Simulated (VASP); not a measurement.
# Tl in VASP: further runs

Aim: see how the results for Tl move with the level of theory and the settings. Levels: LDA, PBE. Tasks: single point.

Everything below comes from runs of VASP 6.6.1. Logs are shortened: lines on timing, memory, paths and dates and some standing lists are left out, and cuts for length are marked.

### 1 The cell of the first run

It takes space group Fm-3m (No. 225, cubic). The conventional cell has a = 5.166 Å, b = 5.166 Å, c = 5.166 Å, α = 90.00°, β = 90.00°, γ = 90.00°. Tl (site symmetry m-3m) has 12 Tl at 3.65 Å within 4.8 Å.

### 2 Single point, LDA (functional LDA, strained)

INCAR reads:

```
SYSTEM = Tl
PREC = Accurate
ENCUT = 520
EDIFF = 1E-7
ISMEAR = 0
SIGMA = 0.1
LREAL = .False.
LASPH = .True.
NELM = 100
ALGO = Normal
ISIF = 2
LWAVE = .False.
LCHARG = .False.
NBANDS = 12
```

KPOINTS reads:

```
regular mesh
0
Gamma
  14 14 14
  0 0 0
```

POSCAR reads:

```
Tl
1.0
    0.0000000000      2.5828511928      2.5828511928
    2.5828511928      0.0000000000      2.5828511928
    2.5828511928      2.5828511928      0.0000000000
Tl
1
Direct
    0.0000000000      0.0000000000      0.0000000000
```

Potentials or basis: VASP PAW LDA potentials, release 64 (Tl_d).

Run with:

```console
$ cat potpaw_LDA.64/Tl_d/POTCAR > POTCAR
$ mpirun -np 1 vasp_std > vasp.out
```

OUTCAR:

```text
SYSTEM = Tl
   PREC = Accurate
   ENCUT = 520
   EDIFF = 1E-7
   ISMEAR = 0
   LREAL = .False.
   LASPH = .True.
   NELM = 100
   ISIF = 2

 ion  position               nearest neighbor table
   1  0.000  0.000  0.000-

  LATTYP: Found a face centered cubic cell.
 ALAT       =     5.1657023856

  Lattice vectors:

 A1 = (   0.0000000000,   2.5828511928,   2.5828511928)
 A2 = (   2.5828511928,   0.0000000000,   2.5828511928)
 A3 = (   2.5828511928,   2.5828511928,   0.0000000000)

Analysis of symmetry for initial positions (statically):
=====================================================================
 Subroutine PRICEL returns:
 Original cell was already a primitive cell.

 Routine SETGRP: Setting up the symmetry group for a
 face centered cubic supercell.

 Subroutine GETGRP returns: Found 48 space group operations
 (whereof 48 operations were pure point group operations)
 out of a pool of 48 trial point group operations.

The static configuration has the point symmetry O_h .

Analysis of symmetry for dynamics (positions and initial velocities):
=====================================================================
 Subroutine PRICEL returns:
 Original cell was already a primitive cell.

 Routine SETGRP: Setting up the symmetry group for a
 face centered cubic supercell.

 Subroutine GETGRP returns: Found 48 space group operations
 (whereof 48 operations were pure point group operations)
 out of a pool of 48 trial point group operations.

The dynamic configuration has the point symmetry O_h .

 Subroutine INISYM returns: Found 48 space group operations
 (whereof 48 operations are pure point group operations),
 and found     1 'primitive' translations

----------------------------------------------------------------------------------------

                                     Primitive cell

  volume of cell :      34.4610

  direct lattice vectors                    reciprocal lattice vectors
     0.000000000  2.582851193  2.582851193    -0.193584517  0.193584517  0.193584517
     2.582851193  0.000000000  2.582851193     0.193584517 -0.193584517  0.193584517
     2.582851193  2.582851193  0.000000000     0.193584517  0.193584517 -0.193584517

  length of vectors
     3.652703186  3.652703186  3.652703186     0.335298219  0.335298219  0.335298219

  position of ions in fractional coordinates (direct lattice)
     0.000000000  0.000000000  0.000000000

  ion indices of the primitive-cell ions
   primitive index   ion index
                 1           1

[... 73 lines left out ...]
   EDIFFG = 0.1E-05   stopping-criterion for IOM
   NSW    =      0    number of steps for IOM
   IBRION =     -1    ionic relax: 0-MD 1-quasi-New 2-CG
   NFREE  =      0    steps in history (QN), initial steepest desc. (CG)
   ISIF   =      2    stress and relaxation
   ISYM   =      2    0-nonsym 1-usesym 2-fastsym
   POTIM  = 0.5000    time-step for ionic-motion
   TEBEG  =    0.0;   TEEND  =   0.0 temperature during run
   PSTRESS=    0.0 pullay stress
   NELECT =      13.0000    total number of electrons
   NUPDOWN=      -1.0000    fix difference up-down
   EMIN   =  10.00;   EMAX   =-10.00  energy-range for DOS
   EFERMI =   0.00;   METHOD = LEGACY
   ISMEAR =     0;   SIGMA  =   0.10  broadening in eV -4-tet -1-fermi 0-gaus
   EFERMI_NEDOS =   21; number of points for ismear=-14 and -15
   IALGO  =     38    algorithm
   IMIX   =      4    mixing-type and parameters
     AMIX     =   0.40;   BMIX     =  1.00
     AMIX_MAG =   1.60;   BMIX_MAG =  1.00
  volume/ion in A,a.u.               =      34.46       232.55
  Fermi-wavevector in a.u.,A,eV,Ry     =   1.182896  2.235349 19.037856  1.399243
  Thomas-Fermi vector in A             =   2.319141
   LORBIT       =      0    0 simple, 1 ext, 2 COOP (PROOUT), +10 PAW based schemes
   GGA     = CA    functional components
   LHFCALC =     F    Hartree Fock is set to
   AEXX    =    0.0000 exact exchange contribution
   IVDW    =     0    specifies the selected vdW correction
   LEPSILON=     F    determine dielectric tensor
   LRPA    =     F    only Hartree local field effects (RPA)
 non-spin polarized calculation
 Gauss-broadening in eV      SIGMA  =   0.10
  energy-cutoff  :      520.00
  volume of cell :       34.46
 maximum number of plane-waves:       944
   NGX = 13   NGY = 13   NGZ = 13

 number of electron      12.9999999 magnetization

 Free energy of the ion-electron system (eV)
  ---------------------------------------------------
  ext. energy  EPLUGINS =         0.00000000
  ---------------------------------------------------
  free energy    TOTEN  =        -2.76235350 eV

  energy without entropy =       -2.75867915  energy(sigma->0) =       -2.76051632

 E-fermi :   4.4791     XC(G=0):  -9.6138

 val. band max:        4.4752181033   @ k =  -0.4286   0.3571   0.1429
 cond. band min:       4.5291292284   @ k =   0.4286   0.1429   0.0714
 fundamental gap:      0.0539111251
 Fermi energy:         4.4791324813

 k-point     1 :       0.0000    0.0000    0.0000
  band No.  band energies     occupation
      1      -6.8757      2.00000
      2      -6.8757      2.00000
      3      -6.8757      2.00000
      4      -6.7037      2.00000
      5      -6.7037      2.00000
      6      -4.4276      2.00000
      7      13.1568      0.00000
      8      13.1568      0.00000
      9      13.1568      0.00000
     10      15.1499      0.00000
     11      16.6414      0.00000
     12      17.9006      0.00000
[... 331 lines left out ...]
 k-point    24 :       0.2857    0.1429    0.0000
  band No.  band energies     occupation
      1      -6.9355      2.00000
      2      -6.8114      2.00000
      3      -6.7741      2.00000
      4      -6.7328      2.00000
      5      -6.6232      2.00000
      6      -3.0766      2.00000
      7       7.4589      0.00000
      8      10.6580      0.00000
      9      10.9353      0.00000
     10      13.9760      0.00000
     11      15.4807      0.00000
     12      19.0412      0.00000

 [... further k-points ...]
[... 5 lines left out ...]
  --------------------------------------------------------------------------------------
  -------------------------------------------------------------------------------------
  Total       -1.1883386     -1.1883386     -1.1883386      0.0000000      0.0000000      0.0000000
  in kB      -55.2487729    -55.2487729    -55.2487729      0.0000000      0.0000000      0.0000000
  external PRESSURE =     -55.2487729 kB  Pullay stress =       0.0000000 kB

 VOLUME and BASIS-vectors are now :
 -----------------------------------------------------------------------------
  energy-cutoff  :      520.00
  volume of cell :       34.46
      direct lattice vectors                 reciprocal lattice vectors
     0.000000000  2.582851193  2.582851193    -0.193584517  0.193584517  0.193584517
     2.582851193  0.000000000  2.582851193     0.193584517 -0.193584517  0.193584517
     2.582851193  2.582851193  0.000000000     0.193584517  0.193584517 -0.193584517

 POSITION                                       TOTAL-FORCE (eV/Angst)
 -----------------------------------------------------------------------------------
      0.00000      0.00000      0.00000         0.000000      0.000000      0.000000
 -----------------------------------------------------------------------------------
    total drift:                               -0.000000     -0.000000     -0.000000

  FREE ENERGIE OF THE ION-ELECTRON SYSTEM (eV)
  ---------------------------------------------------
  free  energy   TOTEN  =        -2.7623534962 eV

  energy  without entropy=       -2.7586791477  energy(sigma->0) =       -2.76051632
```

OSZICAR:

```text
N       E                     dE             d eps       ncg     rms          rms(c)
DAV:   1     0.490177579525E+02    0.49018E+02   -0.65207E+03  2632   0.916E+02
DAV:   2    -0.220687491376E+01   -0.51225E+02   -0.50243E+02  2756   0.204E+02
DAV:   3    -0.278132018284E+01   -0.57445E+00   -0.57391E+00  3024   0.200E+01
DAV:   4    -0.278421338548E+01   -0.28932E-02   -0.28931E-02  2928   0.164E+00
DAV:   5    -0.278425213120E+01   -0.38746E-04   -0.38745E-04  3084   0.185E-01    0.120E+00
DAV:   6    -0.276593368143E+01    0.18318E-01   -0.29392E-02  2896   0.150E+00    0.908E-01
DAV:   7    -0.276263936222E+01    0.32943E-02   -0.80874E-03  2964   0.758E-01    0.450E-01
DAV:   8    -0.276235227761E+01    0.28708E-03   -0.24367E-04  2908   0.160E-01    0.248E-02
DAV:   9    -0.276235340913E+01   -0.11315E-05   -0.26878E-06  3080   0.156E-02    0.452E-03
DAV:  10    -0.276235349621E+01   -0.87085E-07   -0.56166E-07  2952   0.808E-03
   1 F= -.27623535E+01 E0= -.27605163E+01  d E =-.367435E-02
```

Wall time 12 s (1 thread of Intel Xeon 6975P-C (Granite Rapids), shared host); peak memory 0.16 GiB.

Results:

| Item | Value |
| --- | --- |
| Free energy | -2.7624 eV |
| Pressure | -5.5 GPa |

Levels at points of the mesh, in eV from the Fermi level:
```
           k point  band 2  band 3  band 4  band 5  band 6  band 7  band 8  band 9  band 10  band 11
(0.00, 0.00, 0.00)  -11.35  -11.35  -11.18  -11.18   -8.91    8.68    8.68    8.68    10.67    12.16
(0.50, 0.00, 0.00)  -11.34  -11.34  -11.03  -11.03   -5.36   -2.21    6.98    6.98    10.10    10.64
(0.50, 0.50, 0.00)  -11.48  -11.04  -10.99  -10.99   -4.04   -1.31    3.64    3.64     6.71     8.03
```

Caveat: the cell differs from its parent crystal (functional LDA, strained); spin-orbit coupling is left out, which moves the levels of the heavy elements.

### 3 Single point, LDA (functional LDA, strained)

INCAR reads:

```
SYSTEM = Tl
  ALGO = Normal
  EDIFF = 1E-6
  ENCUT = 520
  ISIF = 2
  ISMEAR = 0
  LASPH = .TRUE.
  LCHARG = .TRUE.
  LELF = .TRUE.
  LREAL = .FALSE.
  LVHAR = .TRUE.
  LWAVE = .FALSE.
  NBANDS = 12
  NELM = 100
  PREC = Accurate
  SIGMA = 0.1
```

KPOINTS reads:

```
k-points
0
G
  14 14 14
  0 0 0
```

POSCAR reads:

```
Tl
1.0
    0.0000000000      2.4662425794      2.4662425794
    2.4662425794      0.0000000000      2.4662425794
    2.4662425794      2.4662425794      0.0000000000
Tl
1
Direct
    0.0000000000      0.0000000000      0.0000000000
```

Potentials or basis: VASP PAW LDA potentials, release 64 (Tl_d).

Run with:

```console
$ cat potpaw_LDA.64/Tl_d/POTCAR > POTCAR
$ mpirun -np 1 vasp_std > vasp.out
```

Wall time 36 s (1 thread of Oxide Virtual Turin-like, shared host); peak memory 0.12 GiB.

Results (log left out):

```yaml
Free_energy: -2.8896 eV
Pressure: -3.3 GPa
```

Levels at points of the mesh, in eV from the Fermi level:
```csv
k point,band 4,band 5,band 6,band 7,band 8,band 9
"(0.00, 0.00, 0.00)",-11.20,-11.20,-9.70,9.85,9.85,9.85
"(0.50, 0.00, 0.00)",-10.98,-10.98,-5.31,-2.69,7.87,7.87
"(0.50, 0.50, 0.00)",-10.92,-10.92,-3.70,-1.66,3.95,3.95
```

Caveat: the cell differs from its parent crystal (functional LDA, strained); spin-orbit coupling is left out, which moves the levels of the heavy elements.

(Part 1 of 2 ends here.)
